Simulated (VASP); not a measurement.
# As in VASP: further runs

Runs on As. Level: PBE+D3(BJ). Tasks: single point.

Everything below comes from runs of VASP 6.6.1. Logs are shortened: lines on timing, memory, paths and dates and some standing lists are left out, and cuts for length are marked.

**1. The cell of the first run**

The cell holds a slab with vacuum, 4 atoms: a = 3.700 Å, b = 4.511 Å, c = 22.405 Å, α = 90.00°, β = 90.00°, γ = 90.00°.

**2. Single point, PBE+D3(BJ)**

File INCAR:

```
SYSTEM = As
  ALGO = Normal
  DIPOL = 0.5 0.5 0.500
  EDIFF = 1E-6
  ENCUT = 520
  GGA = PE
  IDIPOL = 3
  ISIF = 2
  ISMEAR = 0
  IVDW = 12
  LASPH = .TRUE.
  LCHARG = .TRUE.
  LDIPOL = .TRUE.
  LELF = .TRUE.
  LREAL = .FALSE.
  LVACPOTAV = .TRUE.
  LVHAR = .TRUE.
  LWAVE = .FALSE.
  NBANDS = 18
  NELM = 100
  PREC = Accurate
  SIGMA = 0.05
```

File KPOINTS:

```
k-points
0
G
  7 6 1
  0 0 0
```

File POSCAR:

```
As
1.0
    3.6996333949      0.0000000000      0.0000000000
    0.0000000000      4.5109115851      0.0000000000
    0.0000000000      0.0000000000     22.4045155575
As
4
Direct
    0.5000000000      0.9372433106      0.4463385952
    0.0000000000      0.5627566894      0.4463385952
    0.5000000000      0.0627570053      0.5536614048
    0.0000000000      0.4372429947      0.5536614048
```

Potentials or basis: VASP PAW PBE potentials, release 64 (As).

Run with:

```console
> cat potpaw_PBE.64/As/POTCAR > POTCAR
> mpirun -np 1 vasp_std > vasp.out
```

OUTCAR:

```text
SYSTEM = As
   EDIFF = 1E-6
   ENCUT = 520
   GGA = PE
   ISIF = 2
   ISMEAR = 0
   IVDW = 12
   LASPH = .TRUE.
   LREAL = .FALSE.
   NELM = 100
   PREC = Accurate
 IVDW          = 12

 ion  position               nearest neighbor table
   1  0.500  0.937  0.446-   3 2.47   2 2.51   2 2.51
   2  0.000  0.563  0.446-   4 2.47   1 2.51   1 2.51
   3  0.500  0.063  0.554-   1 2.47   4 2.51   4 2.51
   4  0.000  0.437  0.554-   2 2.47   3 2.51   3 2.51

  LATTYP: Found a simple orthorhombic cell.
 ALAT       =     3.6996333949
 B/A-ratio  =     1.2192861031
 C/A-ratio  =     6.0558745059

  Lattice vectors:

 A1 = (   3.6996333949,   0.0000000000,   0.0000000000)
 A2 = (   0.0000000000,   4.5109115851,   0.0000000000)
 A3 = (   0.0000000000,   0.0000000000,  22.4045155575)

Analysis of symmetry for initial positions (statically):
=====================================================================
 Subroutine PRICEL returns:
 Original cell was already a primitive cell.

 Routine SETGRP: Setting up the symmetry group for a
 simple orthorhombic supercell.

 Subroutine GETGRP returns: Found  8 space group operations
 (whereof  4 operations were pure point group operations)
 out of a pool of  8 trial point group operations.

The static configuration has the point symmetry C_2h.
 The point group associated with its full space group is D_2h.

Analysis of symmetry for dynamics (positions and initial velocities):
=====================================================================
 Subroutine PRICEL returns:
 Original cell was already a primitive cell.

 Routine SETGRP: Setting up the symmetry group for a
 simple orthorhombic supercell.

 Subroutine GETGRP returns: Found  8 space group operations
 (whereof  4 operations were pure point group operations)
 out of a pool of  8 trial point group operations.

The dynamic configuration has the point symmetry C_2h.
 The point group associated with its full space group is D_2h.

 Subroutine INISYM returns: Found  8 space group operations
 (whereof  4 operations are pure point group operations),
 and found     1 'primitive' translations

----------------------------------------------------------------------------------------

                                     Primitive cell

  volume of cell :     373.9027

[... 87 lines left out ...]
   IBRION =     -1    ionic relax: 0-MD 1-quasi-New 2-CG
   NFREE  =      0    steps in history (QN), initial steepest desc. (CG)
   ISIF   =      2    stress and relaxation
   ISYM   =      2    0-nonsym 1-usesym 2-fastsym
   POTIM  = 0.5000    time-step for ionic-motion
   TEBEG  =    0.0;   TEEND  =   0.0 temperature during run
   PSTRESS=    0.0 pullay stress
   NELECT =      20.0000    total number of electrons
   NUPDOWN=      -1.0000    fix difference up-down
   EMIN   =  10.00;   EMAX   =-10.00  energy-range for DOS
   EFERMI =   0.00;   METHOD = LEGACY
   ISMEAR =     0;   SIGMA  =   0.05  broadening in eV -4-tet -1-fermi 0-gaus
   EFERMI_NEDOS =   21; number of points for ismear=-14 and -15
   IALGO  =     38    algorithm
   IMIX   =      4    mixing-type and parameters
     AMIX     =   0.40;   BMIX     =  1.00
     AMIX_MAG =   1.60;   BMIX_MAG =  1.00
  volume/ion in A,a.u.               =      93.48       630.80
  Fermi-wavevector in a.u.,A,eV,Ry     =   0.616830  1.165639  5.176730  0.380479
  Thomas-Fermi vector in A             =   1.674698
   LORBIT       =      0    0 simple, 1 ext, 2 COOP (PROOUT), +10 PAW based schemes
   GGA     = PE    functional components
   LHFCALC =     F    Hartree Fock is set to
   AEXX    =    0.0000 exact exchange contribution
   IVDW    =    12    specifies the selected vdW correction
   LEPSILON=     F    determine dielectric tensor
   LRPA    =     F    only Hartree local field effects (RPA)
 non-spin polarized calculation
 Gauss-broadening in eV      SIGMA  =   0.05
  energy-cutoff  :      520.00
  volume of cell :      373.90
 maximum number of plane-waves:     10120
 NGX is ok and might be reduce to    28
   NGX = 13   NGY = 17   NGZ = 83

 dipolmoment           0.000000      0.000000      0.000000 electrons x Angstroem

 number of electron      20.0000002 magnetization

 dipolmoment           0.000000      0.000000     -0.000000 electrons x Angstroem

 Free energy of the ion-electron system (eV)
  ---------------------------------------------------
  ext. energy  EPLUGINS =         0.00000000
  ---------------------------------------------------
  free energy    TOTEN  =       -18.49370805 eV

  energy without entropy =      -18.49370805  energy(sigma->0) =      -18.49370805

 E-fermi :  -1.9073     XC(G=0):  -2.8776

 val. band max:       -2.1879811559   @ k =   0.0000   0.3333   0.0000
 cond. band min:      -1.6500355432   @ k =   0.0000   0.0000   0.0000
 fundamental gap:      0.5379456128
 Fermi energy:        -1.9073059851

 k-point     1 :       0.0000    0.0000    0.0000
  band No.  band energies     occupation
      1     -16.5141      2.00000
      2     -14.2606      2.00000
      3     -11.4235      2.00000
      4      -8.2881      2.00000
      5      -7.0479      2.00000
      6      -6.2160      2.00000
[... 313 lines left out ...]
      5      -7.3508      2.00000
      6      -7.3508      2.00000
[... 10 lines left out ...]
     17       4.1916      0.00000
     18       4.1916      0.00000

------------------------ aborting loop because EDIFF is reached ----------------------------------------

 Edisp (eV)   -1.02904

 E8    (eV) :    -0.4637

  FORCE on cell =-STRESS in cart. coord.  units (eV):
  Direction    XX          YY          ZZ          XY          YZ          ZX
  --------------------------------------------------------------------------------------
  -------------------------------------------------------------------------------------
  Total       0.14700     0.05905     0.36007     0.00000     0.00000     0.00000
  in kB       0.62989     0.25302     1.54292     0.00000     0.00000     0.00000
  external pressure =        0.81 kB  Pullay stress =        0.00 kB

 VOLUME and BASIS-vectors are now :
 -----------------------------------------------------------------------------
  energy-cutoff  :      520.00
  volume of cell :      373.90
      direct lattice vectors                 reciprocal lattice vectors
     3.699633395  0.000000000  0.000000000     0.270297052  0.000000000  0.000000000
     0.000000000  4.510911585  0.000000000     0.000000000  0.221684682  0.000000000
     0.000000000  0.000000000 22.404515558     0.000000000  0.000000000  0.044633860

 POSITION                                       TOTAL-FORCE (eV/Angst)
 -----------------------------------------------------------------------------------
      1.84982      4.22782     10.00000        -0.000000      0.051285     -0.076062
      0.00000      2.53855     10.00000        -0.000000     -0.051285     -0.076062
      1.84982      0.28309     12.40452        -0.000000     -0.051285      0.076062
      0.00000      1.97236     12.40452         0.000000      0.051285      0.076062
 -----------------------------------------------------------------------------------
    total drift:                                0.000000     -0.000035      0.000175

  FREE ENERGIE OF THE ION-ELECTRON SYSTEM (eV)
  ---------------------------------------------------
  free  energy   TOTEN  =       -19.5227431413 eV

  energy  without entropy=      -19.5227431413  energy(sigma->0) =      -19.52274314

 vacuum level on the upper side and lower side of the slab         2.163         2.163
```

It took 2.5 min on 1 thread of Intel Xeon Platinum 8259CL at 2.50GHz (Skylake/Cascade Lake), shared host; peak memory 0.41 GiB.

Results:

```
Free energy                : -19.5227 eV
Largest force              : 0.092 eV/Å
Dispersion energy per atom : -0.257 eV
```

Forces in eV/Å, atoms in the order of the input:
```
As   0.000  0.051 -0.076
As   0.000 -0.051 -0.076
As   0.000 -0.051  0.076
As   0.000  0.051  0.076
```

**3. Single point, PBE+D3(BJ)**

This run uses another cell than the first one.

File INCAR:

```
  PREC = Accurate
  ENCUT = 520
  EDIFF = 1E-7
  ISMEAR = 0
  SIGMA = 0.05
  LREAL = False
  LASPH = True
  NELM = 100
  ALGO = Normal
  ISIF = 2
  LWAVE = False
  LCHARG = False
  LDIPOL = True
  IDIPOL = 3
  DIPOL = 0.5 0.5 0.500
  GGA = PE
  IVDW = 12
  NBANDS = 18
```

File KPOINTS:

```
regular mesh
0
Gamma
  9 8 1
```

File POSCAR:

```
As
1.0
    3.6500000000      0.0000000000      0.0000000000
    0.0000000000      4.4700000000      0.0000000000
    0.0000000000      0.0000000000     22.4199999292
As
4
Direct
    0.5000000000      0.9400000000      0.4460303315
    0.0000000000      0.5600000000      0.4460303315
    0.5000000000      0.0600000000      0.5539696685
    0.0000000000      0.4400000000      0.5539696685
```

Potentials or basis: VASP PAW PBE potentials, release 64 (As).

Run with:

```console
> cat potpaw_PBE.64/As/POTCAR > POTCAR
> mpirun -np 1 vasp_std > vasp.out
```

It took 3.8 min on 1 thread of Intel Xeon Platinum 8259CL at 2.50GHz (Skylake/Cascade Lake), shared host; peak memory 0.45 GiB.

Results (log left out):

| Property | Result |
| --- | --- |
| Free energy | -19.5069 eV |
| Largest force | 0.028 eV/Å |
| Dispersion energy per atom | -0.263 eV |

Forces in eV/Å, atoms in the order of the input:
```
As   0.000  0.019  0.020
As   0.000 -0.019  0.020
As   0.000 -0.019 -0.020
As   0.000  0.019 -0.020
```

Levels at points of the mesh, in eV from the Fermi level:
```
           k point  band 7  band 8  band 9  band 10  band 11  band 12  band 13  band 14
(0.00, 0.00, 0.00)   -3.34   -2.39   -1.69    -0.46     0.07     1.75     2.41     3.08
(0.00, 0.50, 0.00)   -2.17   -2.17   -0.95    -0.95     1.18     1.18     2.24     2.24
```

**4. Single point, PBE+D3(BJ)**

File INCAR:

```
SYSTEM = As
ALGO = Normal ; DIPOL = 0.5 0.5 0.500
EDIFF = 1E-7 ; ENCUT = 520
GGA = PE ; IDIPOL = 3
ISIF = 2 ; ISMEAR = 0
IVDW = 12 ; LASPH = .True.
LCHARG = .False. ; LDIPOL = .True.
LREAL = .False. ; LWAVE = .False.
NBANDS = 18 ; NELM = 80
PREC = Accurate ; SIGMA = 0.05
```

File KPOINTS:

```
k-points
0
Gamma
  9 8 1
  0 0 0
```

File POSCAR:

```
As
1.0
    3.6996333949      0.0000000000      0.0000000000
    0.0000000000      4.5109115851      0.0000000000
    0.0000000000      0.0000000000     22.4199999292
As
4
Direct
    0.5000000000      0.9372433106      0.4463756564
    0.0000000000      0.5627566894      0.4463756564
    0.5000000000      0.0627570053      0.5536243436
    0.0000000000      0.4372429947      0.5536243436
```

Potentials or basis: VASP PAW PBE potentials, release 64 (As).

Run with:

```console
> cat potpaw_PBE.64/As/POTCAR > POTCAR
> mpirun -np 1 vasp_std > vasp.out
```

OUTCAR:

```text
SYSTEM = As
   EDIFF = 1E-7
   ENCUT = 520
   GGA = PE
   ISIF = 2
   ISMEAR = 0
   IVDW = 12
   LASPH = .True.
   LREAL = .False.
   NELM = 80
   PREC = Accurate
 IVDW          = 12

 ion  position               nearest neighbor table
   1  0.500  0.937  0.446-   3 2.47   2 2.51   2 2.51
   2  0.000  0.563  0.446-   4 2.47   1 2.51   1 2.51
   3  0.500  0.063  0.554-   1 2.47   4 2.51   4 2.51
   4  0.000  0.437  0.554-   2 2.47   3 2.51   3 2.51

  LATTYP: Found a simple orthorhombic cell.
 ALAT       =     3.6996333949
 B/A-ratio  =     1.2192861031
 C/A-ratio  =     6.0600598860

  Lattice vectors:

 A1 = (   3.6996333949,   0.0000000000,   0.0000000000)
 A2 = (   0.0000000000,   4.5109115851,   0.0000000000)
 A3 = (   0.0000000000,   0.0000000000,  22.4199999292)

Analysis of symmetry for initial positions (statically):
=====================================================================
 Subroutine PRICEL returns:
 Original cell was already a primitive cell.

[... 180 lines left out ...]
 cond. band min:      -1.6509910579   @ k =   0.0000   0.0000   0.0000
 fundamental gap:      0.3825382616
 Fermi energy:        -1.8401049265

 k-point     1 :       0.0000    0.0000    0.0000
  band No.  band energies     occupation
      1     -16.5126      2.00000
      2     -14.2621      2.00000
      3     -11.4203      2.00000
      4      -8.2886      2.00000
      5      -7.0479      2.00000
      6      -6.2141      2.00000
[... 481 lines left out ...]
      5      -7.2970      2.00000
      6      -7.2970      2.00000
[... 10 lines left out ...]
     17       3.7473      0.00000
     18       3.7473      0.00000

 [... further k-points ...]

------------------------ aborting loop because EDIFF is reached ----------------------------------------

 vacuum level on the upper side and lower side of the slab       (xc-potential included)        -0.058        -0.058

 Edisp (eV)   -1.02903

 E8    (eV) :    -0.4637

  FORCE on cell =-STRESS in cart. coord.  units (eV):
  Direction    XX          YY          ZZ          XY          YZ          ZX
  --------------------------------------------------------------------------------------
  -------------------------------------------------------------------------------------
  Total       0.12308     0.16539     0.19847     0.00000     0.00000     0.00000
  in kB       0.52704     0.70821     0.84986     0.00000     0.00000     0.00000
  external pressure =        0.70 kB  Pullay stress =        0.00 kB

 VOLUME and BASIS-vectors are now :
 -----------------------------------------------------------------------------
  energy-cutoff  :      520.00
  volume of cell :      374.16
      direct lattice vectors                 reciprocal lattice vectors
     3.699633395  0.000000000  0.000000000     0.270297052  0.000000000  0.000000000
     0.000000000  4.510911585  0.000000000     0.000000000  0.221684682  0.000000000
     0.000000000  0.000000000 22.419999929     0.000000000  0.000000000  0.044603033

 POSITION                                       TOTAL-FORCE (eV/Angst)
 -----------------------------------------------------------------------------------
      1.84982      4.22782     10.00774        -0.000000      0.037765     -0.042444
      0.00000      2.53855     10.00774        -0.000000     -0.037765     -0.042444
      1.84982      0.28309     12.41226        -0.000000     -0.037765      0.042444
      0.00000      1.97236     12.41226         0.000000      0.037765      0.042444
 -----------------------------------------------------------------------------------
    total drift:                                0.000000     -0.000035      0.000175

  FREE ENERGIE OF THE ION-ELECTRON SYSTEM (eV)
  ---------------------------------------------------
  free  energy   TOTEN  =       -19.5188472368 eV

  energy  without entropy=      -19.5188472363  energy(sigma->0) =      -19.51884724

 vacuum level on the upper side and lower side of the slab         2.123         2.122
```

OSZICAR:

```text
N       E                     dE             d eps       ncg     rms          rms(c)
DAV:   1     0.130466265998E+03    0.13047E+03   -0.59207E+03   900   0.760E+02
DAV:   2    -0.207188137318E+01   -0.13254E+03   -0.12554E+03  1388   0.137E+02
DAV:   3    -0.182013723369E+02   -0.16129E+02   -0.16029E+02  1184   0.545E+01
[... 14 lines left out ...]
DAV:  18    -0.184898136144E+02   -0.22976E-05   -0.77775E-08   880   0.740E-04    0.779E-05
DAV:  19    -0.184898140830E+02   -0.46854E-06   -0.14756E-08   906   0.313E-04    0.465E-05
DAV:  20    -0.184898145153E+02   -0.43228E-06   -0.12761E-08   842   0.249E-04    0.411E-05
DAV:  21    -0.184898146315E+02   -0.11626E-06   -0.32577E-10   864   0.762E-05    0.164E-05
DAV:  22    -0.184898147308E+02   -0.99279E-07   -0.47997E-11   736   0.584E-05
   1 F= -.19518847E+02 E0= -.19518847E+02  d E =-.488192E-09
```

stdout:

```text
POSCAR found type information on POSCAR As
 POSCAR found :  1 types and       4 ions
 scaLAPACK will be used
 LDA part: xc-table for (Slater+PW92), standard interpolation
 POSCAR, INCAR and KPOINTS ok, starting setup
 FFT: planning ... GRIDC
 FFT: planning ... GRID_SOFT
 FFT: planning ... GRID
 WAVECAR not read
 entering main loop
```

It took 3.9 min on 1 thread of Intel Xeon Platinum 8259CL at 2.50GHz (Skylake/Cascade Lake), shared host; peak memory 0.46 GiB.

Results:

```yaml
Free_energy: -19.5188 eV
Largest_force: 0.057 eV/Å
Dispersion_energy_per_atom: -0.257 eV
```

Forces in eV/Å, atoms in the order of the input:
```
As   0.000  0.038 -0.042
As   0.000 -0.038 -0.042
As   0.000 -0.038  0.042
As   0.000  0.038  0.042
```

Levels at points of the mesh, in eV from the Fermi level:
```
           k point  band 6  band 7  band 8  band 9  band 10  band 11  band 12  band 13  band 14  band 15
(0.00, 0.00, 0.00)   -4.37   -3.46   -2.24   -1.79    -0.52     0.19     1.58     2.16     2.88     3.54
(0.00, 0.50, 0.00)   -3.30   -2.32   -2.32   -1.11    -1.11     1.04     1.04     2.19     2.19     2.39
```

**5. The runs side by side**

```tsv
cell	k mesh	largest force (eV/Å)
a = 3.700, b = 4.511, c = 22.405 Å, 4 atoms, atomic positions A	7 × 6 × 1	0.09
a = 3.650, b = 4.470, c = 22.420 Å, 4 atoms, atomic positions B	9 × 8 × 1	0.03
a = 3.700, b = 4.511, c = 22.420 Å, 4 atoms, atomic positions A	9 × 8 × 1	0.06
```

Alike in all rows: task single point; level PBE+D3(BJ); potentials or basis VASP PAW PBE potentials, release 64 (As); no spin polarisation; cutoff (eV) 520; smearing gaussian 0.05 eV.

Total energies depend on the potentials used, so only differences within one code and one set of settings carry meaning.
